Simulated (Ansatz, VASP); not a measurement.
One calculation of MgO, two programs

```xyz
2
Lattice="0.0000 2.1050 2.1050 2.1050 0.0000 2.1050 2.1050 2.1050 0.0000" Properties=species:S:1:pos:R:3 pbc="T T T"
Mg    0.0000    0.0000    0.0000
O     2.1050    2.1050    2.1050
```

Alike in both runs: task single point; functional LDA; k mesh 8 × 8 × 8; occupations gaussian, width 0.1 eV; no spin polarisation.

|  | VASP | Ansatz |
| --- | --- | --- |
| version | VASP 6.6.1 | Ansatz 0.2.0 |
| potentials or method | VASP PAW LDA potentials, release 64 (Mg, O), cutoff 600 eV | scalar-relativistic, plane waves, PAW |
| valence electrons in the cell | 8 | 16 |

Ansatz gave:

* gap on the k mesh at the Fermi level (eV): 4.67
* least direct gap on the mesh (eV): 4.67
* pressure (GPa): -5.8

Problem. Estimate VASP's values.

Solution. gap on the k mesh at the Fermi level (eV): 4.67; least direct gap on the mesh (eV): 4.67; pressure (GPa): -7.8.

LDA's correlation is that of Perdew and Zunger in VASP and of Perdew and Wang (1992) in Ansatz. VASP's potentials hold 8 valence electrons a cell and Ansatz's 16, so a difference there can come from the potentials and not from the codes.
